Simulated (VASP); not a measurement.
# Ag (P6_3/mmc) in VASP: settings compared, part 2 of 2

VASP 6.6.1.

## Step 4: Single point, r2SCAN0

This run uses another cell than the first one, of 17.81 Å³/atom.

POSCAR

```
Ag
1.0
    2.9300000000      0.0000000000      0.0000000000
   -1.4650000000      2.5374544331      0.0000000000
    0.0000000000      0.0000000000      4.7900000000
Ag
2
Direct
    0.6666666667      0.3333333333      0.7500000000
    0.3333333333      0.6666666667      0.2500000000
```

INCAR.step1

```
PREC = Accurate
ENCUT = 520
EDIFF = 1E-5
ISMEAR = 1
SIGMA = 0.1
LREAL = False
LASPH = True
NELM = 100
ALGO = Normal
ISIF = 2
LWAVE = True
LCHARG = False
GGA = PE
NBANDS = 18
```

INCAR.step2

```
PREC = Accurate
ENCUT = 520
EDIFF = 1E-6
ISMEAR = 1
SIGMA = 0.1
LREAL = False
LASPH = True
NELM = 100
ALGO = Normal
ISIF = 2
LWAVE = False
LCHARG = False
METAGGA = R2SCAN
LHFCALC = True
AEXX = 0.25
LMIXTAU = True
PRECFOCK = Normal
ISTART = 1
NBANDS = 18
```

KPOINTS

```
Automatic mesh
0
Gamma
  5 5 3
```

Potentials or basis: VASP PAW PBE potentials, release 64 (Ag).

Launch:

```bash
$ cat potpaw_PBE.64/Ag/POTCAR > POTCAR
$ cp INCAR.step1 INCAR
$ mpirun -np 1 vasp_std > vasp.out
$ cp INCAR.step2 INCAR
$ mpirun -np 1 vasp_std > vasp.out
```

OUTCAR:

```text
PREC = Accurate
   ENCUT = 520
   EDIFF = 1E-6
   ISMEAR = 1
   LREAL = False
   LASPH = True
   NELM = 100
   ISIF = 2
   METAGGA = R2SCAN
   LHFCALC = True
   AEXX = 0.25
   PRECFOCK = Normal
   ISTART = 1

 ion  position               nearest neighbor table
   1  0.667  0.333  0.750-   2 2.93   2 2.93   2 2.93   2 2.93   2 2.93   2 2.93
   2  0.333  0.667  0.250-   1 2.93   1 2.93   1 2.93   1 2.93   1 2.93   1 2.93

  LATTYP: Found a hexagonal cell.
 ALAT       =     2.9300000000
 C/A-ratio  =     1.6348122867

  Lattice vectors:

 A1 = (   2.9300000000,   0.0000000000,   0.0000000000)
 A2 = (  -1.4650000000,   2.5374544331,   0.0000000000)
 A3 = (   0.0000000000,   0.0000000000,   4.7900000000)

Analysis of symmetry for initial positions (statically):
=====================================================================
 Subroutine PRICEL returns:
 Original cell was already a primitive cell.

 Routine SETGRP: Setting up the symmetry group for a
 hexagonal supercell.
[... 157 lines left out ...]
  ext. energy  EPLUGINS =         0.00000000
  ---------------------------------------------------
  free energy    TOTEN  =       -34.45730605 eV

  energy without entropy =      -34.45400514  energy(sigma->0) =      -34.45620575

 E-fermi :   8.5732     XC(G=0):  -9.7851

 val. band max:        7.1447404175   @ k =   0.0000   0.0000   0.0000
 cond. band min:       8.6043766282   @ k =   0.2000   0.2000   0.3333
 fundamental gap:      1.4596362107
 Fermi energy:         8.5732223304

 k-point     1 :       0.0000    0.0000    0.0000
  band No.  band energies     occupation
      1      -1.1664      2.00000
      2      -0.3706      2.00000
      3       1.0623      2.00000
      4       1.1583      2.00000
      5       1.1583      2.00000
      6       1.3859      2.00000
[... 187 lines left out ...]
      5       0.9698      2.00000
      6       1.9378      2.00000
[... 10 lines left out ...]
     17      23.0585      0.00000
     18      23.1661      0.00000

------------------------ aborting loop because EDIFF is reached ----------------------------------------

  FORCE on cell =-STRESS in cart. coord.  units (eV):
  Direction    XX          YY          ZZ          XY          YZ          ZX
  --------------------------------------------------------------------------------------
  -------------------------------------------------------------------------------------
  Total       -0.7324896     -0.7324896     -0.2707056      0.0000000      0.0000000      0.0000000
  in kB      -32.9541906    -32.9541906    -12.1788563      0.0000000      0.0000000      0.0000000
  external PRESSURE =     -26.0290792 kB  Pullay stress =       0.0000000 kB

 VOLUME and BASIS-vectors are now :
 -----------------------------------------------------------------------------
  energy-cutoff  :      520.00
  volume of cell :       35.61
      direct lattice vectors                 reciprocal lattice vectors
     2.930000000  0.000000000  0.000000000     0.341296928  0.197047873  0.000000000
    -1.465000000  2.537454433  0.000000000     0.000000000  0.394095747  0.000000000
     0.000000000  0.000000000  4.790000000     0.000000000  0.000000000  0.208768267

 POSITION                                       TOTAL-FORCE (eV/Angst)
 -----------------------------------------------------------------------------------
      1.46500      0.84582      3.59250        -0.000000     -0.000000      0.000000
     -0.00000      1.69164      1.19750         0.000000      0.000000      0.000000
 -----------------------------------------------------------------------------------
    total drift:                                0.000000      0.000000      0.000000

  FREE ENERGIE OF THE ION-ELECTRON SYSTEM (eV)
  ---------------------------------------------------
  free  energy   TOTEN  =       -34.4573060545 eV

  energy  without entropy=      -34.4540051400  energy(sigma->0) =      -34.45620575
```

Run time: 14 min. Hardware: 1 thread of Intel Xeon Platinum 8488C (Sapphire Rapids), shared host; peak memory 0.16 GiB.

Results:

```yaml
Free_energy: -34.4573 eV
Pressure: -2.6 GPa
Band_gap_on_the_k_mesh: zero (bands 11 and 12 overlap by 6.79 eV)
```

Stress tensor (GPa, compression positive):
```
-3.30  0.00  0.00
 0.00 -3.30  0.00
 0.00  0.00 -1.22
```

Caveat: the k points lie up to 0.50 Å⁻¹ apart, too coarse for converged energies and pressures of a metal; the PAW data sets were made with another functional, which shifts forces and pressure a little.

## Step 5: Single point, PBEsol+D3(BJ)

This run uses another cell than the first one, of 15.99 Å³/atom.

INCAR

```
ALGO = Normal
EDIFF = 1E-7
ENCUT = 520
GGA = PS
ISIF = 2
ISMEAR = 1
IVDW = 12
LASPH = T
LCHARG = T
LELF = T
LREAL = F
LVHAR = T
LWAVE = F
NBANDS = 18
NELM = 60
PREC = Accurate
SIGMA = 0.1
```

KPOINTS

```
k-points
0
Gamma
  10 10 6
```

POSCAR

```
Ag
1.0
    2.8315985056      0.0000000000      0.0000000000
   -1.4157992528      2.4522362392      0.0000000000
    0.0000000000      0.0000000000      4.6048500972
Ag
2
Direct
    0.6666666667      0.3333333333      0.7500000000
    0.3333333333      0.6666666667      0.2500000000
```

Launch:

```bash
$ cat potpaw_PBE.64/Ag/POTCAR > POTCAR
$ mpirun -np 1 vasp_std > vasp.out
```

It took 17 s on 1 thread of AMD EPYC 9R45 (Zen 5), shared host; peak memory 0.15 GiB.

The run converged. Its results:

```yaml
Free_energy: -7.7326 eV
Pressure: -0.2 GPa
Band_gap_on_the_k_mesh: zero (bands 11 and 12 overlap by 6.71 eV)
Dispersion_energy_per_atom: -0.583 eV
```

Levels at points of the mesh, in eV from the Fermi level:
```tsv
k point	band 7	band 8	band 9	band 10	band 11	band 12	band 13	band 14	band 15	band 16
(0.00, 0.00, 0.00)	-4.64	-4.27	-4.27	-3.11	-3.11	-0.61	4.00	15.74	17.86	18.13
(0.50, 0.00, 0.00)	-3.99	-2.97	-2.88	-2.80	0.05	1.67	7.18	7.42	9.98	10.87
(0.00, 0.00, 0.50)	-4.80	-4.80	-3.46	-3.46	-3.46	-3.46	11.70	11.70	16.14	16.14
(0.50, 0.00, 0.50)	-3.18	-3.18	-2.87	-2.87	0.62	0.62	4.95	4.95	14.07	14.07
```

Caveat: the PAW data sets were made with another functional, which shifts forces and pressure a little.

## Step 6: Overview

```csv
level,cell,k mesh,smearing,grid for exact exchange (PRECFOCK),share of exact exchange,screening parameter,gap on the mesh (eV),pressure (GPa)
PBE-based screened hybrid with 25 % exact exchange,"a = 2.910, b = 2.910, c = 4.758 Å, angles 90.0, 90.0, 120.0°, 2 atoms",5 × 5 × 3,fermi-dirac 0.05 eV,Normal,0.25,0.3 1/Å,none,1.1
PBE-based screened hybrid with 25 % exact exchange,"a = 2.949, b = 2.949, c = 4.822 Å, angles 90.0, 90.0, 120.0°, 2 atoms",5 × 5 × 3,fermi-dirac 0.05 eV,Normal,0.25,0.3 1/Å,none,-2.3
r2SCAN0,"a = 2.930, b = 2.930, c = 4.790 Å, angles 90.0, 90.0, 120.0°, 2 atoms",5 × 5 × 3,methfessel-paxton 0.1 eV,Normal,0.25,-,none,-2.6
PBEsol+D3(BJ),"a = 2.832, b = 2.832, c = 4.605 Å, angles 90.0, 90.0, 120.0°, 2 atoms",10 × 10 × 6,methfessel-paxton 0.1 eV,-,-,-,none,-0.2
```

Alike in all rows: task single point; potentials or basis VASP PAW PBE potentials, release 64 (Ag); no spin polarisation; cutoff (eV) 520.

Caveats: some runs use coarse meshes; the PAW data sets were made with another functional, which shifts forces and pressure a little.

Absolute energies hang on the potentials; compare differences alone.
